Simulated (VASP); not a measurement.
# Zn (Im-3m) in VASP: notebook

The runs below take Zn through vibrations by perturbation theory, elastic constants, density of states, with PBEsol, PBE.

Program: VASP 6.6.1. These are calculated values, not measurements. Logs are shortened: lines on timing, memory, paths and dates and some standing lists are left out, and cuts for length are marked.

### 1 The cell of the first run

The structure is cubic, space group Im-3m (No. 229). Conventional cell: a = 3.138 Å, b = 3.138 Å, c = 3.138 Å, α = 90.00°, β = 90.00°, γ = 90.00°. Zn (site symmetry m-3m) has 14 Zn at 2.72 to 3.14 Å within 3.6 Å.

### 2 Vibrations by perturbation theory, PBEsol

INCAR

```
SYSTEM = Zn
ALGO     = Fast           ! electronic algorithm
EDIFF    = 1E-8           ! SCF threshold, eV
ENCUT    = 520            ! plane-wave cutoff, eV
GGA      = PS             ! functional
IBRION   = 8              ! ionic algorithm
ISIF     = 2              ! what is computed and relaxed
ISMEAR   = -1             ! smearing method
LASPH    = .True.         ! aspherical terms in the spheres
LCHARG   = .False.        ! write CHGCAR
LREAL    = .False.        ! projectors in reciprocal space
LWAVE    = .False.        ! write WAVECAR
NELM     = 100            ! most SCF steps
NSW      = 1              ! ionic steps
PREC     = Accurate       ! precision mode
SIGMA    = 0.05           ! smearing width, eV
```

KPOINTS

```
k-points
0
Gamma
  9 9 9
  0 0 0
```

POSCAR

```
Zn
1.0
   -1.5690370000      1.5690370000      1.5690370000
    1.5690370000     -1.5690370000      1.5690370000
    1.5690370000      1.5690370000     -1.5690370000
Zn
1
Direct
    0.0000000000      0.0000000000      0.0000000000
```

Potentials or basis: VASP PAW PBE potentials, release 64 (Zn).

Command:

```sh
> cat potpaw_PBE.64/Zn/POTCAR > POTCAR
> mpirun -np 1 vasp_std > vasp.out
```

OUTCAR:

```text
SYSTEM = Zn
   EDIFF = 1E-8
   ENCUT = 520
   GGA = PS
   IBRION = 8
   ISIF = 2
   ISMEAR = -1
   LASPH = .True.
   LREAL = .False.
   NELM = 100
   NSW = 1
   PREC = Accurate

 ion  position               nearest neighbor table
   1  0.000  0.000  0.000-

  LATTYP: Found a body centered cubic cell.
 ALAT       =     3.1380740000

  Lattice vectors:

 A1 = (  -1.5690370000,   1.5690370000,   1.5690370000)
 A2 = (   1.5690370000,  -1.5690370000,   1.5690370000)
 A3 = (   1.5690370000,   1.5690370000,  -1.5690370000)

Analysis of symmetry for initial positions (statically):
=====================================================================
 Subroutine PRICEL returns:
 Original cell was already a primitive cell.

 Routine SETGRP: Setting up the symmetry group for a
 body centered cubic supercell.

 Subroutine GETGRP returns: Found 48 space group operations
 (whereof 48 operations were pure point group operations)
 out of a pool of 48 trial point group operations.

The static configuration has the point symmetry O_h .

Analysis of symmetry for dynamics (positions and initial velocities):
=====================================================================
 Subroutine PRICEL returns:
 Original cell was already a primitive cell.

 Routine SETGRP: Setting up the symmetry group for a
 body centered cubic supercell.

 Subroutine GETGRP returns: Found 48 space group operations
 (whereof 48 operations were pure point group operations)
 out of a pool of 48 trial point group operations.

The dynamic configuration has the point symmetry O_h .

 Subroutine INISYM returns: Found 48 space group operations
 (whereof 48 operations are pure point group operations),
 and found     1 'primitive' translations

----------------------------------------------------------------------------------------

                                     Primitive cell

  volume of cell :      15.4511

  direct lattice vectors                    reciprocal lattice vectors
    -1.569037000  1.569037000  1.569037000     0.000000000  0.318666800  0.318666800
     1.569037000 -1.569037000  1.569037000     0.318666800  0.000000000  0.318666800
     1.569037000  1.569037000 -1.569037000     0.318666800  0.318666800  0.000000000

  length of vectors
     2.717651803  2.717651803  2.717651803     0.450662911  0.450662911  0.450662911

  position of ions in fractional coordinates (direct lattice)
     0.000000000  0.000000000  0.000000000

  ion indices of the primitive-cell ions
   primitive index   ion index
                 1           1

----------------------------------------------------------------------------------------

 KPOINTS: k-points

Automatic generation of k-mesh.
 Grid dimensions read from file:
 generate k-points for:    9    9    9

 Generating k-lattice:

  Cartesian coordinates                     Fractional coordinates (reciprocal lattice)
     0.000000000  0.035407422  0.035407422     0.111111111  0.000000000  0.000000000
     0.035407422  0.000000000  0.035407422     0.000000000  0.111111111  0.000000000
     0.035407422  0.035407422  0.000000000     0.000000000  0.000000000  0.111111111

  Length of vectors
     0.050073657  0.050073657  0.050073657

  Shift w.r.t. Gamma in fractional coordinates (k-lattice)
     0.000000000  0.000000000  0.000000000

 Subroutine IBZKPT returns following result:
 ===========================================

 Found     35 irreducible k-points:

 Following reciprocal coordinates:
            Coordinates               Weight
  0.000000  0.000000  0.000000      1.000000
  0.111111  0.000000  0.000000     12.000000
  0.222222  0.000000  0.000000     12.000000
  0.333333  0.000000  0.000000     12.000000
  0.444444  0.000000  0.000000     12.000000
  0.111111  0.111111  0.000000     24.000000
[... 16 lines left out ...]
 -0.333333  0.444444  0.111111     48.000000
 -0.444444 -0.444444  0.111111     24.000000
 [... further k-points ...]
   k-points           NKPTS =     35   k-points in BZ     NKDIM =     35   number of bands    NBANDS=     10
   number of dos      NEDOS =    301   number of ions     NIONS =      1
   total plane-waves  NPLWV =   8000
   dimension x,y,z NGX =    20 NGY =   20 NGZ =   20
   dimension x,y,z NGXF=    40 NGYF=   40 NGZF=   40
   ions per type =               1
   NGX,Y,Z   is equivalent  to a cutoff of  12.23, 12.23, 12.23 a.u.
   NGXF,Y,Z  is equivalent  to a cutoff of  24.47, 24.47, 24.47 a.u.
 SYSTEM =  Zn
   PREC   = accura    normal or accurate (medium, high low for compatibility)
   ISTART =      0    job   : 0-new  1-cont  2-samecut
   ICHARG =      2    charge: 1-file 2-atom 10-const
   ISPIN  =      1    spin polarized calculation?
   LNONCOLLINEAR =      F non collinear calculations
   LSORBIT =      F    spin-orbit coupling
   LASPH  =      T    aspherical Exc in radial PAW
   ENCUT  =  520.0 eV  38.22 Ry    6.18 a.u.   5.05  5.05  5.05*2*pi/ulx,y,z
   NELM   =    100;   NELMIN=  2; NELMDL= -5     # of ELM steps
   EDIFF  = 0.1E-07   stopping-criterion for ELM
   LREAL  =      F    real-space projection
   EDIFFG = 0.1E-06   stopping-criterion for IOM
   NSW    =      1    number of steps for IOM
   IBRION =      8    ionic relax: 0-MD 1-quasi-New 2-CG
   NFREE  =      0    steps in history (QN), initial steepest desc. (CG)
   ISIF   =      2    stress and relaxation
   ISYM   =      2    0-nonsym 1-usesym 2-fastsym
   POTIM  = 0.5000    time-step for ionic-motion
   TEBEG  =    0.0;   TEEND  =   0.0 temperature during run
   PSTRESS=    0.0 pullay stress
   NELECT =      12.0000    total number of electrons
   NUPDOWN=      -1.0000    fix difference up-down
   EMIN   =  10.00;   EMAX   =-10.00  energy-range for DOS
   EFERMI =   0.00;   METHOD = LEGACY
   ISMEAR =    -1;   SIGMA  =   0.05  broadening in eV -4-tet -1-fermi 0-gaus
   EFERMI_NEDOS =   21; number of points for ismear=-14 and -15
   IALGO  =     68    algorithm
   IMIX   =      4    mixing-type and parameters
     AMIX     =   0.40;   BMIX     =  1.00
     AMIX_MAG =   1.60;   BMIX_MAG =  1.00
  volume/ion in A,a.u.               =      15.45       104.27
  Fermi-wavevector in a.u.,A,eV,Ry     =   1.504811  2.843681 30.809811  2.264457
  Thomas-Fermi vector in A             =   2.615742
   LORBIT       =      0    0 simple, 1 ext, 2 COOP (PROOUT), +10 PAW based schemes
   GGA     = PS    functional components
   LHFCALC =     F    Hartree Fock is set to
   AEXX    =    0.0000 exact exchange contribution
   IVDW    =     0    specifies the selected vdW correction
   LEPSILON=     F    determine dielectric tensor
   LRPA    =     F    only Hartree local field effects (RPA)
 non-spin polarized calculation
 RMM-DIIS sequential band-by-band and
  energy-cutoff  :      520.00
  volume of cell :       15.45
 maximum number of plane-waves:       430
   NGX = 11   NGY = 11   NGZ = 11

--------------------------------------- Ionic step        1  -------------------------------------------

 number of electron      12.0000023 magnetization

 Free energy of the ion-electron system (eV)
  ---------------------------------------------------
  ext. energy  EPLUGINS =         0.00000000
  ---------------------------------------------------
  free energy    TOTEN  =        -1.46433484 eV

  energy without entropy =       -1.46276924  energy(sigma->0) =       -1.46355204

 E-fermi :   2.9454     XC(G=0): -11.6312

 val. band max:        2.8029966783   @ k =   0.3333   0.2222   0.1111
 cond. band min:       3.1416531296   @ k =   0.4444   0.0000   0.0000
 fundamental gap:      0.3386564514
 Fermi energy:         2.9453717109

 k-point     1 :       0.0000    0.0000    0.0000
  band No.  band energies     occupation
      1      -7.4360      2.00000
      2      -4.8107      2.00000
      3      -4.8107      2.00000
      4      -4.8107      2.00000
      5      -4.3090      2.00000
      6      -4.3090      2.00000
      7      21.8433      0.00000
      8      21.8436      0.00000
      9      21.8444      0.00000
     10      23.6370      0.00000

 k-point     2 :       0.1111    0.0000    0.0000
  band No.  band energies     occupation
      1      -7.0503      2.00000
      2      -4.8462      2.00000
      3      -4.8010      2.00000
      4      -4.7209      2.00000
      5      -4.3399      2.00000
      6      -4.3068      2.00000
      7      17.7040      0.00000
      8      19.7521      0.00000
      9      20.3630      0.00000
     10      21.7513      0.00000
[... 274 lines left out ...]
 k-point    24 :      -0.4444   -0.4444    0.1111
  band No.  band energies     occupation
      1      -5.1916      2.00000
      2      -4.9142      2.00000
      3      -4.6688      2.00000
      4      -4.3938      2.00000
      5      -4.0554      2.00000
      6       1.7323      2.00000
      7       2.6134      1.99739
      8       8.9770      0.00000
      9      15.6610      0.00000
     10      19.8093      0.00000

 [... further k-points ...]
[... 5 lines left out ...]
  --------------------------------------------------------------------------------------
  -------------------------------------------------------------------------------------
  Total       -0.4929848     -0.4929848     -0.4929848      0.0000000      0.0000000      0.0000000
  in kB      -51.1192620    -51.1192620    -51.1192620      0.0000000      0.0000000      0.0000000
  external PRESSURE =     -51.1192620 kB  Pullay stress =       0.0000000 kB

 VOLUME and BASIS-vectors are now :
 -----------------------------------------------------------------------------
  energy-cutoff  :      520.00
  volume of cell :       15.45
      direct lattice vectors                 reciprocal lattice vectors
    -1.569037000  1.569037000  1.569037000     0.000000000  0.318666800  0.318666800
     1.569037000 -1.569037000  1.569037000     0.318666800  0.000000000  0.318666800
     1.569037000  1.569037000 -1.569037000     0.318666800  0.318666800  0.000000000

 POSITION                                       TOTAL-FORCE (eV/Angst)
 -----------------------------------------------------------------------------------
      0.00000      0.00000      0.00000        -0.000000     -0.000000      0.000000
 -----------------------------------------------------------------------------------
    total drift:                                0.000000     -0.000000      0.000000

  FREE ENERGIE OF THE ION-ELECTRON SYSTEM (eV)
  ---------------------------------------------------
  free  energy   TOTEN  =        -1.4643348372 eV

  energy  without entropy=       -1.4627692392  energy(sigma->0) =       -1.46355204

[... ionic steps 2 to 3 ...]

--------------------------------------- Ionic step        4  -------------------------------------------

 Free energy of the ion-electron system (eV)
  ---------------------------------------------------
  ---------------------------------------------------
  free energy    TOTEN  =        -0.20091906 eV

  energy without entropy =       -0.20091906

------------------------ aborting loop because EDIFF is reached ----------------------------------------

 INTERNAL STRAIN TENSOR  FOR ION    1  DIRECTION 1   (eV/Angst):
 -----------------------------------------------------------------------------
     0.00229 -0.00000  0.00000
    -0.00000 -0.00436  0.00000
     0.00000  0.00000 -0.00436

 INTERNAL STRAIN TENSOR FOR ION    1 for displacements in x,y,z  (eV/Angst):
          X           Y           Z          XY          YZ          ZX
  --------------------------------------------------------------------------------
  x     0.00000     0.00000     0.00000     0.00000     0.00000     0.00000
  y     0.00000     0.00000     0.00000     0.00000     0.00000     0.00000
  z     0.00000     0.00000     0.00000     0.00000     0.00000     0.00000

 SECOND DERIVATIVES (NOT SYMMETRIZED)
 ------------------------------------
               1X          1Y          1Z
  1X    -0.155295    0.000000    0.000000
  1Y     0.000000   -0.155295    0.000000
  1Z     0.000000    0.000000   -0.155295

 Eigenvectors and eigenvalues of the dynamical matrix
 ----------------------------------------------------

   1 f  =    0.761857 THz     4.786889 2PiTHz   25.412813 cm-1     3.150786 meV
             X         Y         Z           dx          dy          dz
      0.000000  0.000000  0.000000     1.000000    0.000000    0.000000

   2 f  =    0.761857 THz     4.786889 2PiTHz   25.412813 cm-1     3.150786 meV
             X         Y         Z           dx          dy          dz
      0.000000  0.000000  0.000000     0.000000    1.000000    0.000000

   3 f  =    0.761857 THz     4.786889 2PiTHz   25.412813 cm-1     3.150786 meV
             X         Y         Z           dx          dy          dz
      0.000000  0.000000  0.000000     0.000000    0.000000    1.000000

--------------------------------------------------------------------------------------------------------

 ELASTIC MODULI CONTR FROM IONIC RELAXATION (kBar)
 Direction    XX          YY          ZZ          XY          YZ          ZX
 --------------------------------------------------------------------------------
 XX           0.0000      0.0000      0.0000      0.0000      0.0000      0.0000
 YY           0.0000      0.0000      0.0000      0.0000      0.0000      0.0000
 ZZ           0.0000      0.0000      0.0000      0.0000      0.0000      0.0000
 XY           0.0000      0.0000      0.0000      0.0000      0.0000      0.0000
 YZ           0.0000      0.0000      0.0000      0.0000      0.0000      0.0000
 ZX           0.0000      0.0000      0.0000      0.0000      0.0000      0.0000
 --------------------------------------------------------------------------------
```

It took 15 s on 1 thread of AMD EPYC 9R45 (Zen 5), shared host; peak memory 0.11 GiB.

Caveat: the cell wasn't relaxed at this level first, which shifts response properties; the PAW data sets were made with another functional, which shifts forces and pressure a little.

### 3 Elastic constants, PBE

INCAR

```
PREC = Accurate ; ENCUT = 600
EDIFF = 1E-8 ; ISMEAR = -1
SIGMA = 0.05 ; LREAL = False
LASPH = True ; NELM = 80
ALGO = Normal ; ISIF = 3
LWAVE = False ; LCHARG = False
GGA = PE ; NBANDS = 12
IBRION = 6 ; NFREE = 2
POTIM = 0.015 ; NSW = 1
```

KPOINTS

```
regular mesh
0
Gamma
  9 9 9
```

POSCAR is that of step 2.

Potentials or basis: VASP PAW PBE potentials, release 64 (Zn).

Command:

```sh
> cat potpaw_PBE.64/Zn/POTCAR > POTCAR
> mpirun -np 1 vasp_std > vasp.out
```

It took 2.3 min on 1 thread of AMD EPYC 9R45 (Zen 5), shared host; peak memory 0.17 GiB.

It converged, with:

```
Elastic constants C11, C12, C44 : 86, 58, 11 GPa
Voigt bulk modulus              : 67 GPa
```

Elastic tensor in Voigt notation (GPa, in the Cartesian axes of the cell as first typed):
```
86 58 58  0  0  0
58 86 58  0  0  0
58 58 86  0  0  0
 0  0  0 11  0  0
 0  0  0  0 11  0
 0  0  0  0  0 11
```

Clamped-ion elastic tensor (GPa):
```
86 58 58  0  0  0
58 86 58  0  0  0
58 58 86  0  0  0
 0  0  0 11  0  0
 0  0  0  0 11  0
 0  0  0  0  0 11
```

### 4 Elastic constants, PBEsol

INCAR

```
SYSTEM = Zn
PREC = Accurate
ENCUT = 600
EDIFF = 1E-8
ISMEAR = -1
SIGMA = 0.05
LREAL = .FALSE.
LASPH = .TRUE.
NELM = 100
ALGO = Fast
ISIF = 3
LWAVE = .FALSE.
LCHARG = .TRUE.
GGA = PS
NBANDS = 12
IBRION = 6
NFREE = 2
POTIM = 0.015
NSW = 1
```

KPOINTS

```
regular mesh
0
G
  9 9 9
  0 0 0
```

POSCAR is that of step 3.

Command:

```sh
> cat potpaw_PBE.64/Zn/POTCAR > POTCAR
> mpirun -np 1 vasp_std > vasp.out
```

Wall time 2.8 min (1 thread of AMD EPYC 9R45 (Zen 5), shared host); peak memory 0.18 GiB.

The run converged. Its results:

```yaml
Elastic_constants_C11_C12_C44: 83, 53, 7 GPa
Voigt_bulk_modulus: 63 GPa
```

Elastic tensor in Voigt notation (GPa, in the Cartesian axes of the cell as first typed):
```
83 53 53  0  0  0
53 83 53  0  0  0
53 53 83  0  0  0
 0  0  0  7  0  0
 0  0  0  0  7  0
 0  0  0  0  0  7
```

Clamped-ion elastic tensor (GPa):
```
83 53 53  0  0  0
53 83 53  0  0  0
53 53 83  0  0  0
 0  0  0  7  0  0
 0  0  0  0  7  0
 0  0  0  0  0  7
```

Caveat: the cell is under stress, which shifts elastic constants; the PAW data sets were made with another functional, which shifts forces and pressure a little.

[end of part 1 of 2]
